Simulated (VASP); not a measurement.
# C (Cmm2) in VASP: further runs

The runs below take C through single point, with r2SCAN.

Program: VASP 6.6.1. These are calculated values, not measurements. Logs are shortened: lines on timing, memory, paths and dates and some standing lists are left out, and cuts for length are marked.

### 1 The cell of the first run

The structure is orthorhombic, space group Cmm2 (No. 35). The conventional cell has a = 5.035 Å, b = 5.035 Å, c = 3.560 Å, α = 90.00°, β = 90.00°, γ = 90.00°. C (site symmetry mm2) has 4 C at 1.49 to 1.60 Å within 2.0 Å. Within 2.1 Å of C (site symmetry mm2) lie 4 C at 1.54 Å. C (site symmetry 2) has 4 C at 1.54 Å within 2.1 Å. Within 2.1 Å of C (site symmetry m) lie 4 C at 1.54 to 1.60 Å. C (site symmetry m) has 4 C at 1.49 to 1.54 Å within 2.0 Å.

### 2 Single point, r2SCAN (atom 1 (C) moved -0.100 Å along Cartesian [0 0 1])

POSCAR

```
C
1.0
    3.5602834153      0.0000000000      0.0000000000
    0.0000000000     -3.5602834153      0.0000000000
    0.0000000000      0.0000000000     -3.5602834153
C
8
Direct
    0.5000000000      0.0000000000      0.0280876516
    0.0000000000      0.5000000000      0.0000000000
    0.0000000000      0.0000000000      0.5000000000
    0.5000000000      0.5000000000      0.5000000000
    0.7500000000      0.7500000000      0.7500000000
    0.2500000000      0.2500000000      0.7500000000
    0.2500000000      0.7500000000      0.2500000000
    0.7500000000      0.2500000000      0.2500000000
```

INCAR.step1

```
SYSTEM = C
ALGO = Normal
EDIFF = 1E-4
ENCUT = 520
GGA = PE
ISMEAR = 0
LASPH = .TRUE.
LCHARG = .FALSE.
LREAL = .FALSE.
LWAVE = .TRUE.
NBANDS = 26
NELM = 80
PREC = Accurate
SIGMA = 0.05
```

INCAR.step2

```
SYSTEM = C
ALGO = Normal
EDIFF = 1E-7
ENCUT = 520
ISIF = 2
ISMEAR = 0
ISTART = 1
LASPH = .TRUE.
LCHARG = .TRUE.
LELF = .TRUE.
LMIXTAU = .TRUE.
LREAL = .FALSE.
LVHAR = .TRUE.
LWAVE = .FALSE.
METAGGA = R2SCAN
NBANDS = 26
NELM = 80
PREC = Accurate
SIGMA = 0.05
```

KPOINTS

```
k-points
0
G
  6 6 6
  0 0 0
```

Potentials or basis: VASP PAW PBE potentials, release 64 (C).

Run with:

```bash
$ cat potpaw_PBE.64/C/POTCAR > POTCAR
$ cp INCAR.step1 INCAR
$ mpirun -np 1 vasp_std > vasp.out
$ cp INCAR.step2 INCAR
$ mpirun -np 1 vasp_std > vasp.out
```

OUTCAR:

```text
SYSTEM = C
   EDIFF = 1E-7
   ENCUT = 520
   ISIF = 2
   ISMEAR = 0
   ISTART = 1
   LASPH = .TRUE.
   LREAL = .FALSE.
   METAGGA = R2SCAN
   NELM = 80
   PREC = Accurate

 ion  position               nearest neighbor table
   1  0.500  0.000  0.028-   7 1.49   8 1.49   5 1.60   6 1.60
   2  0.000  0.500  0.000-   5 1.54   6 1.54   7 1.54   8 1.54
   3  0.000  0.000  0.500-   5 1.54   6 1.54   7 1.54   8 1.54
   4  0.500  0.500  0.500-   5 1.54   6 1.54   7 1.54   8 1.54
   5  0.750  0.750  0.750-   2 1.54   3 1.54   4 1.54   1 1.60
   6  0.250  0.250  0.750-   2 1.54   3 1.54   4 1.54   1 1.60
   7  0.250  0.750  0.250-   1 1.49   2 1.54   3 1.54   4 1.54
   8  0.750  0.250  0.250-   1 1.49   2 1.54   3 1.54   4 1.54

  LATTYP: Found a simple cubic cell.
 ALAT       =     3.5602834153

  Lattice vectors:

 A1 = (   3.5602834153,   0.0000000000,   0.0000000000)
 A2 = (   0.0000000000,  -3.5602834153,   0.0000000000)
 A3 = (   0.0000000000,   0.0000000000,  -3.5602834153)

Analysis of symmetry for initial positions (statically):
=====================================================================
 Subroutine PRICEL returns:
 Original cell was already a primitive cell.

 Routine SETGRP: Setting up the symmetry group for a
 simple cubic supercell.

 Subroutine GETGRP returns: Found  4 space group operations
 (whereof  2 operations were pure point group operations)
 out of a pool of 48 trial point group operations.

The static configuration has the point symmetry C_2 .
 The point group associated with its full space group is C_2v.

Analysis of symmetry for dynamics (positions and initial velocities):
=====================================================================
 Subroutine PRICEL returns:
 Original cell was already a primitive cell.

 Routine SETGRP: Setting up the symmetry group for a
 simple cubic supercell.

 Subroutine GETGRP returns: Found  4 space group operations
 (whereof  2 operations were pure point group operations)
 out of a pool of 48 trial point group operations.

The dynamic configuration has the point symmetry C_2 .
 The point group associated with its full space group is C_2v.

 Subroutine INISYM returns: Found  4 space group operations
 (whereof  2 operations are pure point group operations),
 and found     1 'primitive' translations

----------------------------------------------------------------------------------------

                                     Primitive cell

  volume of cell :      45.1288

  direct lattice vectors                    reciprocal lattice vectors
     3.560283415  0.000000000  0.000000000     0.280876516  0.000000000  0.000000000
     0.000000000 -3.560283415  0.000000000     0.000000000 -0.280876516  0.000000000
     0.000000000  0.000000000 -3.560283415     0.000000000  0.000000000 -0.280876516

  length of vectors
     3.560283415  3.560283415  3.560283415     0.280876516  0.280876516  0.280876516

  position of ions in fractional coordinates (direct lattice)
     0.500000000  0.000000000  0.028087652
     0.000000000  0.500000000  0.000000000
     0.000000000  0.000000000  0.500000000
     0.500000000  0.500000000  0.500000000
     0.750000000  0.750000000  0.750000000
     0.250000000  0.250000000  0.750000000
     0.250000000  0.750000000  0.250000000
     0.750000000  0.250000000  0.250000000

  ion indices of the primitive-cell ions
   primitive index   ion index
                 1           1
                 2           2
                 3           3
                 4           4
                 5           5
                 6           6
                 7           7
                 8           8

----------------------------------------------------------------------------------------

 KPOINTS: k-points

Automatic generation of k-mesh.
 Grid dimensions read from file:
 generate k-points for:    6    6    6

 Generating k-lattice:

  Cartesian coordinates                     Fractional coordinates (reciprocal lattice)
     0.046812753  0.000000000  0.000000000     0.166666667  0.000000000  0.000000000
     0.000000000 -0.046812753  0.000000000     0.000000000  0.166666667  0.000000000
     0.000000000  0.000000000 -0.046812753     0.000000000  0.000000000  0.166666667

  Length of vectors
     0.046812753  0.046812753  0.046812753

  Shift w.r.t. Gamma in fractional coordinates (k-lattice)
     0.000000000  0.000000000  0.000000000

 Subroutine IBZKPT returns following result:
 ===========================================

 Found     52 irreducible k-points:

 Following reciprocal coordinates:
            Coordinates               Weight
  0.000000  0.000000  0.000000      1.000000
  0.166667  0.000000  0.000000      4.000000
  0.000000  0.000000  0.166667      2.000000
  0.333333  0.000000  0.000000      4.000000
  0.000000  0.000000  0.333333      2.000000
  0.500000  0.000000  0.000000      2.000000
[... 16 lines left out ...]
  0.333333  0.000000  0.500000      4.000000
  0.500000  0.500000  0.000000      1.000000
 [... further k-points ...]
   k-points           NKPTS =     52   k-points in BZ     NKDIM =     52   number of bands    NBANDS=     26
   number of dos      NEDOS =    301   number of ions     NIONS =      8
   total plane-waves  NPLWV =  21952
   dimension x,y,z NGX =    28 NGY =   28 NGZ =   28
   dimension x,y,z NGXF=    56 NGYF=   56 NGZF=   56
   ions per type =               8
   NGX,Y,Z   is equivalent  to a cutoff of  13.07, 13.07, 13.07 a.u.
   NGXF,Y,Z  is equivalent  to a cutoff of  26.15, 26.15, 26.15 a.u.
 SYSTEM =  C
   PREC   = accura    normal or accurate (medium, high low for compatibility)
   ISTART =      1    job   : 0-new  1-cont  2-samecut
   ICHARG =      0    charge: 1-file 2-atom 10-const
   ISPIN  =      1    spin polarized calculation?
   LNONCOLLINEAR =      F non collinear calculations
   LSORBIT =      F    spin-orbit coupling
   LASPH  =      T    aspherical Exc in radial PAW
   ENCUT  =  520.0 eV  38.22 Ry    6.18 a.u.   6.62  6.62  6.62*2*pi/ulx,y,z
   NELM   =     80;   NELMIN=  2; NELMDL=  0     # of ELM steps
   EDIFF  = 0.1E-06   stopping-criterion for ELM
   LREAL  =      F    real-space projection
   EDIFFG = 0.1E-05   stopping-criterion for IOM
   NSW    =      0    number of steps for IOM
   IBRION =     -1    ionic relax: 0-MD 1-quasi-New 2-CG
   NFREE  =      0    steps in history (QN), initial steepest desc. (CG)
   ISIF   =      2    stress and relaxation
   ISYM   =      2    0-nonsym 1-usesym 2-fastsym
   POTIM  = 0.5000    time-step for ionic-motion
   TEBEG  =    0.0;   TEEND  =   0.0 temperature during run
   PSTRESS=    0.0 pullay stress
   NELECT =      32.0000    total number of electrons
   NUPDOWN=      -1.0000    fix difference up-down
   EMIN   =  10.00;   EMAX   =-10.00  energy-range for DOS
   EFERMI =   0.00;   METHOD = LEGACY
   ISMEAR =     0;   SIGMA  =   0.05  broadening in eV -4-tet -1-fermi 0-gaus
   EFERMI_NEDOS =   21; number of points for ismear=-14 and -15
   IALGO  =     38    algorithm
   IMIX   =      4    mixing-type and parameters
     AMIX     =   0.40;   BMIX     =  1.00
     AMIX_MAG =   1.60;   BMIX_MAG =  1.00
  volume/ion in A,a.u.               =       5.64        38.07
  Fermi-wavevector in a.u.,A,eV,Ry     =   1.459846  2.758708 28.996044  2.131149
  Thomas-Fermi vector in A             =   2.576365
   LORBIT       =      0    0 simple, 1 ext, 2 COOP (PROOUT), +10 PAW based schemes
   METAGGA = R2SCAN    functional components
   LHFCALC =     F    Hartree Fock is set to
   AEXX    =    0.0000 exact exchange contribution
   IVDW    =     0    specifies the selected vdW correction
   LEPSILON=     F    determine dielectric tensor
   LRPA    =     F    only Hartree local field effects (RPA)
 non-spin polarized calculation
 Gauss-broadening in eV      SIGMA  =   0.05
  energy-cutoff  :      520.00
  volume of cell :       45.13
 maximum number of plane-waves:      1233
 NGX is ok and might be reduce to    28
   NGX = 13   NGY = 13   NGZ = 13

 number of electron      31.9999999 magnetization

 Free energy of the ion-electron system (eV)
  ---------------------------------------------------
  ext. energy  EPLUGINS =         0.00000000
  ---------------------------------------------------
  free energy    TOTEN  =       -78.39801185 eV

  energy without entropy =      -78.39801185  energy(sigma->0) =      -78.39801185

 E-fermi :  10.4618     XC(G=0): -14.2877

 val. band max:       10.2028320025   @ k =   0.0000   0.0000   0.0000
 cond. band min:      14.0914904821   @ k =   0.3333   0.0000   0.0000
 fundamental gap:      3.8886584796
 Fermi energy:        10.4618184362

 k-point     1 :       0.0000    0.0000    0.0000
  band No.  band energies     occupation
      1     -12.9945      2.00000
      2      -4.2134      2.00000
      3      -4.0526      2.00000
      4      -3.8412      2.00000
      5      -3.8371      2.00000
      6      -3.6616      2.00000
[... 18 lines left out ...]
     25      16.1350      0.00000
     26      23.6340      0.00000

 k-point     2 :       0.1667    0.0000    0.0000
  band No.  band energies     occupation
      1     -12.7258      2.00000
      2      -6.5201      2.00000
      3      -3.9467      2.00000
      4      -3.7019      2.00000
      5      -3.6775      2.00000
      6      -3.3998      2.00000
[... 18 lines left out ...]
     25      17.1129      0.00000
     26      23.7640      0.00000

 k-point     3 :       0.0000    0.0000    0.1667
  band No.  band energies     occupation
      1     -12.7269      2.00000
      2      -6.5044      2.00000
      3      -3.9045      2.00000
      4      -3.7022      2.00000
      5      -3.6814      2.00000
      6      -3.4910      2.00000
[... 572 lines left out ...]
 k-point    23 :       0.3333    0.0000    0.5000
  band No.  band energies     occupation
      1      -9.7814      2.00000
      2      -9.3534      2.00000
      3      -6.8608      2.00000
      4      -6.4342      2.00000
      5      -0.8906      2.00000
      6      -0.8052      2.00000
[... 18 lines left out ...]
     25      21.9268      0.00000
     26      22.3455      0.00000

 k-point    24 :       0.5000    0.5000    0.0000
  band No.  band energies     occupation
      1      -8.4187      2.00000
      2      -8.3915      2.00000
      3      -8.2437      2.00000
      4      -8.2332      2.00000
      5       0.2399      2.00000
      6       0.3554      2.00000
[... 18 lines left out ...]
     25      22.3040      0.00000
     26      22.6433      0.00000

 [... further k-points ...]
[... 5 lines left out ...]
  --------------------------------------------------------------------------------------
  -------------------------------------------------------------------------------------
  Total        0.7132659      0.7132659      0.4300998     -0.2793252      0.0000000      0.0000000
  in kB       25.3226014     25.3226014     15.2695470     -9.9166967      0.0000000      0.0000000
  external PRESSURE =      21.9715833 kB  Pullay stress =       0.0000000 kB

 VOLUME and BASIS-vectors are now :
 -----------------------------------------------------------------------------
  energy-cutoff  :      520.00
  volume of cell :       45.13
      direct lattice vectors                 reciprocal lattice vectors
     3.560283415  0.000000000  0.000000000     0.280876516  0.000000000  0.000000000
     0.000000000 -3.560283415  0.000000000     0.000000000 -0.280876516  0.000000000
     0.000000000  0.000000000 -3.560283415     0.000000000  0.000000000 -0.280876516

 POSITION                                       TOTAL-FORCE (eV/Angst)
 -----------------------------------------------------------------------------------
      1.78014      0.00000     -0.10000         0.000000      0.000000      4.592131
      0.00000     -1.78014      0.00000         0.000000      0.000000      0.627064
      0.00000      0.00000     -1.78014         0.000000      0.000000     -0.688012
      1.78014     -1.78014     -1.78014         0.000000      0.000000     -0.688012
      2.67021     -2.67021     -2.67021        -0.202236     -0.202236     -0.868081
      0.89007     -0.89007     -2.67021         0.202236      0.202236     -0.868081
      0.89007     -2.67021     -0.89007        -0.394528      0.394528     -1.053504
      2.67021     -0.89007     -0.89007         0.394528     -0.394528     -1.053504
 -----------------------------------------------------------------------------------
    total drift:                                0.000000     -0.000000      0.000005

  FREE ENERGIE OF THE ION-ELECTRON SYSTEM (eV)
  ---------------------------------------------------
  free  energy   TOTEN  =       -78.3980118533 eV

  energy  without entropy=      -78.3980118533  energy(sigma->0) =      -78.39801185
```

Wall time 2.4 min (1 thread of AMD EPYC 9R45 (Zen 5), shared host); peak memory 0.14 GiB.

What came out:

```
Free energy            : -78.3980 eV
Pressure               : 2.2 GPa
Largest force          : 4.592 eV/Å
Band gap on the k mesh : 3.89 eV
```

Forces in eV/Å, atoms in the order of the input:
```
C    0.000  0.000  4.592
C    0.000  0.000  0.627
C    0.000  0.000 -0.688
C    0.000  0.000 -0.688
C   -0.202 -0.202 -0.868
C    0.202  0.202 -0.868
C   -0.395  0.395 -1.054
C    0.395 -0.395 -1.054
```

Caveat: the cell differs from its parent crystal (atom 1 (C) moved -0.100 Å along Cartesian [0 0 1]); the PAW data sets were made with another functional, which shifts forces and pressure a little. A k mesh can miss the band edges.

### 3 Single point, r2SCAN (atom 1 (C) moved +0.075 Å along Cartesian [0 0 1])

POSCAR: that of step 2 with these lines changed.

```diff
@@ -8,3 +8,3 @@
 Direct
-    0.5000000000      0.0000000000      0.0280876516
+    0.5000000000      0.0000000000     -0.0210657387
     0.0000000000      0.5000000000      0.0000000000
```

INCAR.step1

```
  PREC = Accurate
  ENCUT = 520
  ISMEAR = 0
  SIGMA = 0.05
  LREAL = False
  LASPH = True
  NELM = 60
  NBANDS = 26
  GGA = PE
  ALGO = Normal
  EDIFF = 1E-4
  LWAVE = True
  LCHARG = False
```

INCAR.step2

```
  PREC = Accurate
  ENCUT = 520
  EDIFF = 1E-6
  ISMEAR = 0
  SIGMA = 0.05
  LREAL = False
  LASPH = True
  NELM = 60
  ALGO = Normal
  ISIF = 2
  LWAVE = False
  LCHARG = False
  METAGGA = R2SCAN
  LMIXTAU = True
  NBANDS = 26
  ISTART = 1
```

KPOINTS

```
regular mesh
0
Gamma
  6 6 6
```

Potentials or basis: VASP PAW PBE potentials, release 64 (C).

Run with:

```bash
$ cat potpaw_PBE.64/C/POTCAR > POTCAR
$ cp INCAR.step1 INCAR
$ mpirun -np 1 vasp_std > vasp.out
$ cp INCAR.step2 INCAR
$ mpirun -np 1 vasp_std > vasp.out
```

Run time: 2.7 min. Hardware: 1 thread of AMD EPYC 9R45 (Zen 5), shared host; peak memory 0.14 GiB.

It converged, with:

- Free energy: -78.4987 eV
- Pressure: 1.7 GPa
- Largest force: 3.458 eV/Å
- Band gap on the k mesh: 4.02 eV

Forces in eV/Å, atoms in the order of the input:
```
C    0.000  0.000 -3.458
C    0.000  0.000 -0.471
C    0.000  0.000  0.516
C    0.000  0.000  0.516
C    0.277  0.277  0.777
C   -0.277 -0.277  0.777
C    0.168 -0.168  0.672
C   -0.168  0.168  0.672
```

Stress tensor (GPa, compression positive):
```
1.89 0.72 0.00
0.72 1.89 0.00
0.00 0.00 1.32
```

Levels at points of the mesh, in eV from the valence-band top:
```tsv
k point	band 12	band 13	band 14	band 15	band 16	band 17	band 18	band 19	band 20	band 21
(0.00, 0.00, 0.00)	-6.98	-6.83	-0.61	-0.30	0.00	4.31	4.46	4.70	4.71	4.80
(0.50, 0.00, 0.00)	-5.20	-4.70	-4.70	-4.66	-4.51	4.31	4.33	10.25	10.27	10.68
(0.00, 0.00, 0.50)	-5.14	-5.07	-4.82	-4.59	-4.34	4.24	4.42	10.40	10.52	10.56
(0.50, 0.50, 0.00)	-8.26	-3.91	-3.57	-3.49	-3.15	7.79	8.00	8.02	8.25	9.79
(0.00, 0.50, 0.50)	-8.25	-3.69	-3.53	-3.48	-3.32	7.73	7.86	8.10	8.15	10.05
(0.50, 0.50, 0.50)	-3.31	-3.29	-3.26	-3.12	-2.80	7.88	8.02	8.57	8.57	8.60
```

Caveat: the cell differs from its parent crystal (atom 1 (C) moved +0.075 Å along Cartesian [0 0 1]); the PAW data sets were made with another functional, which shifts forces and pressure a little.
